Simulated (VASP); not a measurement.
# SnO in VASP: further runs

The runs below take SnO through single point, with PBE+D3(BJ).

Program: VASP 6.6.1. These are calculated values, not measurements. Logs are shortened: lines on timing, memory, paths and dates and some standing lists are left out, and cuts for length are marked.

## Step 1: The cell of the first run

The cell holds a slab with vacuum, 8 atoms: a = 3.820 Å, b = 3.820 Å, c = 22.226 Å, α = 90.00°, β = 90.00°, γ = 90.00°.

## Step 2: Single point, PBE+D3(BJ)

INCAR reads:

```
SYSTEM = SnO
PREC = Accurate
ENCUT = 520
EDIFF = 1E-7
ISMEAR = 0
SIGMA = 0.05
LREAL = .FALSE.
LASPH = .TRUE.
NELM = 80
ALGO = Normal
ISIF = 2
LWAVE = .FALSE.
LCHARG = .TRUE.
LDIPOL = .TRUE.
IDIPOL = 3
DIPOL = 0.5 0.5 0.394
GGA = PE
IVDW = 12
LELF = .TRUE.
LVHAR = .TRUE.
LVACPOTAV = .TRUE.
NBANDS = 50
```

KPOINTS reads:

```
Automatic mesh
0
G
  7 7 1
  0 0 0
```

POSCAR reads:

```
SnO
1.0
    3.8201636883      0.0000000000      0.0000000000
    0.0000000000      3.8201636883      0.0000000000
    0.0000000000      0.0000000000     22.2260802162
Sn O
4 4
Direct
    0.7500000000      0.2500000000      0.2024648501
    0.2500000000      0.7500000000      0.3087831971
    0.3750000000      1.2500000000      0.4797535150
    0.8750000000      0.7500000000      0.5860718620
    0.2500000000      0.2500000000      0.2556240236
    0.7500000000      0.7500000000      0.2556240236
    0.8750000000      1.2500000000      0.5329126885
    0.3750000000      0.7500000000      0.5329126885
```

Potentials or basis: VASP PAW PBE potentials, release 64 (Sn_d, O).

Command:

```console
$ cat potpaw_PBE.64/Sn_d/POTCAR potpaw_PBE.64/O/POTCAR > POTCAR
$ mpirun -np 1 vasp_std > vasp.out
```

OUTCAR:

```text
SYSTEM = SnO
   PREC = Accurate
   ENCUT = 520
   EDIFF = 1E-7
   ISMEAR = 0
   LREAL = .FALSE.
   LASPH = .TRUE.
   NELM = 80
   ISIF = 2
   GGA = PE
   IVDW = 12
 IVDW          = 12

 ion  position               nearest neighbor table
   1  0.750  0.250  0.202-   5 2.25   6 2.25   6 2.25   5 2.25   2 3.59   2 3.59   2 3.59   2 3.59

   2  0.250  0.750  0.309-   5 2.25   6 2.25   5 2.25   6 2.25   1 3.59   1 3.59   1 3.59   1 3.59

   3  0.375  0.250  0.480-   7 2.25   8 2.25   8 2.25   7 2.25   4 3.59   4 3.59   4 3.59   4 3.59

   4  0.875  0.750  0.586-   7 2.25   8 2.25   7 2.25   8 2.25   3 3.59   3 3.59   3 3.59   3 3.59

   5  0.250  0.250  0.256-   1 2.25   2 2.25   2 2.25   1 2.25
   6  0.750  0.750  0.256-   1 2.25   2 2.25   1 2.25   2 2.25
   7  0.875  0.250  0.533-   3 2.25   4 2.25   4 2.25   3 2.25
   8  0.375  0.750  0.533-   3 2.25   4 2.25   3 2.25   4 2.25

  LATTYP: Found a simple tetragonal cell.
 ALAT       =     3.8201636883
 C/A-ratio  =     5.8180962989

  Lattice vectors:

 A1 = (   3.8201636883,   0.0000000000,   0.0000000000)
 A2 = (   0.0000000000,   3.8201636883,   0.0000000000)
 A3 = (   0.0000000000,   0.0000000000,  22.2260802162)

Analysis of symmetry for initial positions (statically):
=====================================================================
 Subroutine PRICEL returns:
 Original cell was already a primitive cell.

 Routine SETGRP: Setting up the symmetry group for a
 simple tetragonal supercell.

 Subroutine GETGRP returns: Found  4 space group operations
 (whereof  1 operations were pure point group operations)
 out of a pool of 16 trial point group operations.

The static configuration has the point symmetry C_1 .
 The point group associated with its full space group is C_2h.

Analysis of symmetry for dynamics (positions and initial velocities):
=====================================================================
 Subroutine PRICEL returns:
 Original cell was already a primitive cell.

 Routine SETGRP: Setting up the symmetry group for a
 simple tetragonal supercell.

 Subroutine GETGRP returns: Found  4 space group operations
 (whereof  1 operations were pure point group operations)
 out of a pool of 16 trial point group operations.

The dynamic configuration has the point symmetry C_1 .
 The point group associated with its full space group is C_2h.

 Subroutine INISYM returns: Found  4 space group operations
[... 108 lines left out ...]
   POTIM  = 0.5000    time-step for ionic-motion
   TEBEG  =    0.0;   TEEND  =   0.0 temperature during run
   PSTRESS=    0.0 pullay stress
   NELECT =      80.0000    total number of electrons
   NUPDOWN=      -1.0000    fix difference up-down
   EMIN   =  10.00;   EMAX   =-10.00  energy-range for DOS
   EFERMI =   0.00;   METHOD = LEGACY
   ISMEAR =     0;   SIGMA  =   0.05  broadening in eV -4-tet -1-fermi 0-gaus
   EFERMI_NEDOS =   21; number of points for ismear=-14 and -15
   IALGO  =     38    algorithm
   IMIX   =      4    mixing-type and parameters
     AMIX     =   0.40;   BMIX     =  1.00
     AMIX_MAG =   1.60;   BMIX_MAG =  1.00
  volume/ion in A,a.u.               =      40.54       273.61
  Fermi-wavevector in a.u.,A,eV,Ry     =   1.026666  1.940118 14.341129  1.054043
  Thomas-Fermi vector in A             =   2.160571
   LORBIT       =      0    0 simple, 1 ext, 2 COOP (PROOUT), +10 PAW based schemes
   GGA     = PE    functional components
   LHFCALC =     F    Hartree Fock is set to
   AEXX    =    0.0000 exact exchange contribution
   IVDW    =    12    specifies the selected vdW correction
   LEPSILON=     F    determine dielectric tensor
   LRPA    =     F    only Hartree local field effects (RPA)
 non-spin polarized calculation
 Gauss-broadening in eV      SIGMA  =   0.05
  energy-cutoff  :      520.00
  volume of cell :      324.36
 maximum number of plane-waves:      8769
   NGX = 15   NGY = 15   NGZ = 83

 dipolmoment           0.000000      0.000000      0.000164 electrons x Angstroem

 number of electron      79.9999971 magnetization

 dipolmoment           0.000000      0.000000     -0.000002 electrons x Angstroem

 Free energy of the ion-electron system (eV)
  ---------------------------------------------------
  ext. energy  EPLUGINS =         0.00000000
  ---------------------------------------------------
  free energy    TOTEN  =       -45.17041051 eV

  energy without entropy =      -45.17041051  energy(sigma->0) =      -45.17041051

 E-fermi :   0.1769     XC(G=0):  -5.2728

 val. band max:       -0.0892657799   @ k =   0.1429   0.0000   0.0000
 cond. band min:       2.1292419715   @ k =   0.4286   0.0000   0.0000
 fundamental gap:      2.2185077514
 Fermi energy:         0.1769363240

 k-point     1 :       0.0000    0.0000    0.0000
  band No.  band energies     occupation
      1     -21.0565      2.00000
      2     -21.0565      2.00000
      3     -20.6961      2.00000
      4     -20.6961      2.00000
      5     -20.6591      2.00000
      6     -20.6589      2.00000
[... 837 lines left out ...]
     49       6.2237      0.00000
     50       6.4712      0.00000

------------------------ aborting loop because EDIFF is reached ----------------------------------------

 Edisp (eV)   -1.27481

 E8    (eV) :    -0.5641

  FORCE on cell =-STRESS in cart. coord.  units (eV):
  Direction    XX          YY          ZZ          XY          YZ          ZX
  --------------------------------------------------------------------------------------
  -------------------------------------------------------------------------------------
  Total       0.20627     0.37025    -0.10246     0.00000     0.00000     0.21244
  in kB       1.01887     1.82884    -0.50610     0.00000     0.00000     1.04935
  external pressure =        0.78 kB  Pullay stress =        0.00 kB

 VOLUME and BASIS-vectors are now :
 -----------------------------------------------------------------------------
  energy-cutoff  :      520.00
  volume of cell :      324.36
      direct lattice vectors                 reciprocal lattice vectors
     3.820163688  0.000000000  0.000000000     0.261768888  0.000000000  0.000000000
     0.000000000  3.820163688  0.000000000     0.000000000  0.261768888  0.000000000
     0.000000000  0.000000000 22.226080216     0.000000000  0.000000000  0.044992189

 POSITION                                       TOTAL-FORCE (eV/Angst)
 -----------------------------------------------------------------------------------
      2.86512      0.95504      4.50000        -0.004147      0.000000     -0.073986
      0.95504      2.86512      6.86304        -0.019081      0.000000      0.111606
      1.43256      0.95504     10.66304         0.019081     -0.000000     -0.111606
      3.34264      2.86512     13.02608         0.004147      0.000000      0.073986
      0.95504      0.95504      5.68152         0.008530      0.000000      0.011033
      2.86512      2.86512      5.68152        -0.025424      0.000000      0.014188
      3.34264      0.95504     11.84456         0.025424      0.000000     -0.014188
      1.43256      2.86512     11.84456        -0.008530      0.000000     -0.011033
 -----------------------------------------------------------------------------------
    total drift:                                0.000000     -0.000000     -0.000078

  FREE ENERGIE OF THE ION-ELECTRON SYSTEM (eV)
  ---------------------------------------------------
  free  energy   TOTEN  =       -46.4452241446 eV

  energy  without entropy=      -46.4452241446  energy(sigma->0) =      -46.44522414

 vacuum level on the upper side and lower side of the slab         4.928         4.928
```

OSZICAR:

```text
N       E                     dE             d eps       ncg     rms          rms(c)
DAV:   1     0.940713285467E+03    0.94071E+03   -0.38275E+04  1712   0.180E+03
DAV:   2     0.135001951873E+03   -0.80571E+03   -0.77633E+03  1784   0.494E+02
DAV:   3    -0.389229787213E+02   -0.17392E+03   -0.16847E+03  1936   0.220E+02
[... 16 lines left out ...]
DAV:  20    -0.451704012856E+02   -0.16970E-04   -0.51145E-07  1460   0.553E-03    0.254E-03
DAV:  21    -0.451704070867E+02   -0.58011E-05   -0.28917E-07  1324   0.508E-03    0.152E-03
DAV:  22    -0.451704101163E+02   -0.30296E-05   -0.33759E-07  1332   0.335E-03    0.211E-04
DAV:  23    -0.451704104552E+02   -0.33887E-06   -0.64165E-08  1220   0.166E-03    0.401E-04
DAV:  24    -0.451704105124E+02   -0.57207E-07   -0.92783E-09  1116   0.923E-04
   1 F= -.46445224E+02 E0= -.46445224E+02  d E =-.895098E-15
```

Run time: 6.2 min. Hardware: 1 thread of Intel Xeon Platinum 8488C (Sapphire Rapids), shared host; peak memory 0.44 GiB.

Results:

```
Free energy                : -46.4452 eV
Largest force              : 0.113 eV/Å
Band gap on the k mesh     : 2.22 eV, indirect (least direct gap 2.46 eV)
Dispersion energy per atom : -0.159 eV
```

Forces on the atoms (eV/Å):
```
Sn  -0.004  0.000 -0.074
Sn  -0.019  0.000  0.112
Sn   0.019  0.000 -0.112
Sn   0.004  0.000  0.074
O    0.009  0.000  0.011
O   -0.025  0.000  0.014
O    0.025  0.000 -0.014
O   -0.009  0.000 -0.011
```

Levels at points of the mesh, in eV from the valence-band top:
```
           k point  band 38  band 39  band 40  band 41  band 42  band 43
(0.00, 0.00, 0.00)    -2.06    -0.79    -0.04     2.45     2.75     2.75
```

Caveat: spin-orbit coupling is left out, which moves the levels of the heavy elements.

## Step 3: Single point, PBE+D3(BJ)

INCAR reads:

```
SYSTEM = SnO
PREC = Accurate
ENCUT = 520
EDIFF = 1E-6
ISMEAR = 0
SIGMA = 0.05
LREAL = .False.
LASPH = .True.
NELM = 80
ALGO = Normal
ISIF = 2
LWAVE = .False.
LCHARG = .False.
LDIPOL = .True.
IDIPOL = 3
DIPOL = 0.5 0.5 0.394
GGA = PE
IVDW = 12
NBANDS = 50
```

KPOINTS reads:

```
Automatic mesh
0
Gamma
  7 7 1
  0 0 0
```

POSCAR reads:

```
SnO
1.0
    3.8201636883      0.0000000000      0.0000000000
    0.0000000000      3.8201636883      0.0000000000
    0.0000000000      0.0000000000     22.2260802162
Sn O
4 4
Direct
    0.7500000000      0.2500000000      0.2024648501
    0.2500000000      0.7500000000      0.3087831971
    0.6250000000      1.2500000000      0.4797535150
    1.1250000000      0.7500000000      0.5860718620
    0.2500000000      0.2500000000      0.2556240236
    0.7500000000      0.7500000000      0.2556240236
    1.1250000000      1.2500000000      0.5329126885
    0.6250000000      0.7500000000      0.5329126885
```

Potentials or basis: VASP PAW PBE potentials, release 64 (Sn_d, O).

Command:

```console
$ cat potpaw_PBE.64/Sn_d/POTCAR potpaw_PBE.64/O/POTCAR > POTCAR
$ mpirun -np 1 vasp_std > vasp.out
```

OUTCAR:

```text
SYSTEM = SnO
   PREC = Accurate
   ENCUT = 520
   EDIFF = 1E-6
   ISMEAR = 0
   LREAL = .False.
   LASPH = .True.
   NELM = 80
   ISIF = 2
   GGA = PE
   IVDW = 12
 IVDW          = 12

 ion  position               nearest neighbor table
   1  0.750  0.250  0.202-   5 2.25   6 2.25   6 2.25   5 2.25   2 3.59   2 3.59   2 3.59   2 3.59

[... 1071 lines left out ...]
  Total       0.11720     0.13847    -0.51477     0.00000     0.00000     0.17939
  in kB       0.57893     0.68399    -2.54273     0.00000     0.00000     0.88610
  external pressure =       -0.43 kB  Pullay stress =        0.00 kB

 VOLUME and BASIS-vectors are now :
 -----------------------------------------------------------------------------
  energy-cutoff  :      520.00
  volume of cell :      324.36
      direct lattice vectors                 reciprocal lattice vectors
     3.820163688  0.000000000  0.000000000     0.261768888  0.000000000  0.000000000
     0.000000000  3.820163688  0.000000000     0.000000000  0.261768888  0.000000000
     0.000000000  0.000000000 22.226080216     0.000000000  0.000000000  0.044992189

 POSITION                                       TOTAL-FORCE (eV/Angst)
 -----------------------------------------------------------------------------------
      2.86512      0.95504      4.50000        -0.003689     -0.000000     -0.069760
      0.95504      2.86512      6.86304        -0.015264     -0.000000      0.188069
      2.38760      0.95504     10.66304         0.015264      0.000000     -0.188069
      0.47752      2.86512     13.02608         0.003689     -0.000000      0.069760
      0.95504      0.95504      5.68152         0.007317     -0.000000      0.019258
      2.86512      2.86512      5.68152        -0.021970     -0.000000      0.019745
      0.47752      0.95504     11.84456         0.021970     -0.000000     -0.019745
      2.38760      2.86512     11.84456        -0.007317      0.000000     -0.019258
 -----------------------------------------------------------------------------------
    total drift:                                0.000000      0.000000     -0.000645

  FREE ENERGIE OF THE ION-ELECTRON SYSTEM (eV)
  ---------------------------------------------------
  free  energy   TOTEN  =       -46.4899192121 eV

  energy  without entropy=      -46.4899192121  energy(sigma->0) =      -46.48991921

 vacuum level on the upper side and lower side of the slab         4.738         4.737
```

OSZICAR:

```text
N       E                     dE             d eps       ncg     rms          rms(c)
DAV:   1     0.945855418024E+03    0.94586E+03   -0.38330E+04  1688   0.179E+03
DAV:   2     0.140351124287E+03   -0.80550E+03   -0.77574E+03  1744   0.489E+02
DAV:   3    -0.384994460442E+02   -0.17885E+03   -0.17299E+03  1998   0.221E+02
[... 14 lines left out ...]
DAV:  18    -0.452128916889E+02   -0.55997E-04   -0.41345E-06  1546   0.122E-02    0.345E-03
DAV:  19    -0.452129368099E+02   -0.45121E-04   -0.53620E-06  1558   0.185E-02    0.437E-03
DAV:  20    -0.452129469358E+02   -0.10126E-04   -0.88127E-07  1260   0.933E-03    0.298E-03
DAV:  21    -0.452129521523E+02   -0.52166E-05   -0.60719E-07  1154   0.461E-03    0.154E-03
DAV:  22    -0.452129525951E+02   -0.44280E-06   -0.14403E-07  1162   0.264E-03
   1 F= -.46489919E+02 E0= -.46489919E+02  d E =-.839408E-16
```

stdout:

```text
POSCAR found type information on POSCAR SnO
 POSCAR found :  2 types and       8 ions
 scaLAPACK will be used
 LDA part: xc-table for (Slater+PW92), standard interpolation
 POSCAR, INCAR and KPOINTS ok, starting setup
 FFT: planning ... GRIDC
 FFT: planning ... GRID_SOFT
 FFT: planning ... GRID
 WAVECAR not read
 entering main loop
```

Wall time 6.2 min (1 thread of Intel Xeon Platinum 8488C (Sapphire Rapids), shared host); peak memory 0.44 GiB.

What came out:

- Free energy: -46.4899 eV
- Largest force: 0.189 eV/Å
- Band gap on the k mesh: 2.46 eV, indirect (least direct gap 2.51 eV)
- Dispersion energy per atom: -0.160 eV

Forces in eV/Å, atoms in the order of the input:
```
Sn  -0.004  0.000 -0.070
Sn  -0.015  0.000  0.188
Sn   0.015  0.000 -0.188
Sn   0.004  0.000  0.070
O    0.007  0.000  0.019
O   -0.022  0.000  0.020
O    0.022  0.000 -0.020
O   -0.007  0.000 -0.019
```

Caveat: spin-orbit coupling is left out, which moves the levels of the heavy elements.

## Step 4: Single point, PBE+D3(BJ)

INCAR reads:

```
SYSTEM = SnO
PREC = Accurate ; ENCUT = 520
EDIFF = 1E-6 ; ISMEAR = 0
SIGMA = 0.05 ; LREAL = .FALSE.
LASPH = .TRUE. ; NELM = 60
ALGO = Normal ; ISIF = 2
LWAVE = .FALSE. ; LCHARG = .FALSE.
LDIPOL = .TRUE. ; IDIPOL = 3
DIPOL = 0.5 0.5 0.394 ; GGA = PE
IVDW = 12 ; NBANDS = 50
```

KPOINTS reads:

```
Automatic mesh
0
G
  7 7 1
  0 0 0
```

POSCAR reads:

```
SnO
1.0
    3.8201636883      0.0000000000      0.0000000000
    0.0000000000      3.8201636883      0.0000000000
    0.0000000000      0.0000000000     22.2260802162
Sn O
4 4
Direct
    0.7500000000      0.2500000000      0.2024648501
    0.2500000000      0.7500000000      0.3087831971
    0.5000000000      1.2500000000      0.4797535150
    1.0000000000      0.7500000000      0.5860718620
    0.2500000000      0.2500000000      0.2556240236
    0.7500000000      0.7500000000      0.2556240236
    1.0000000000      1.2500000000      0.5329126885
    0.5000000000      0.7500000000      0.5329126885
```

Command:

```console
$ cat potpaw_PBE.64/Sn_d/POTCAR potpaw_PBE.64/O/POTCAR > POTCAR
$ mpirun -np 1 vasp_std > vasp.out
```

It took 6.7 min on 1 thread of Oxide Virtual Turin-like, shared host; peak memory 0.42 GiB.

The run converged. Its results:

- Free energy: -46.4686 eV
- Largest force: 0.155 eV/Å
- Band gap on the k mesh: 2.41 eV, indirect (least direct gap 2.50 eV)
- Dispersion energy per atom: -0.159 eV

Forces on the atoms (eV/Å):
```
Sn  -0.006  0.000 -0.072
Sn  -0.024  0.000  0.153
Sn   0.024  0.000 -0.153
Sn   0.006  0.000  0.072
O    0.011  0.000  0.015
O   -0.033  0.000  0.017
O    0.033  0.000 -0.017
O   -0.011  0.000 -0.015
```

Levels at points of the mesh, in eV from the valence-band top:
```tsv
k point	band 38	band 39	band 40	band 41	band 42	band 43
(0.00, 0.00, 0.00)	-2.04	-0.76	-0.03	2.47	2.77	2.78
```

Caveat: spin-orbit coupling is left out, which moves the levels of the heavy elements.
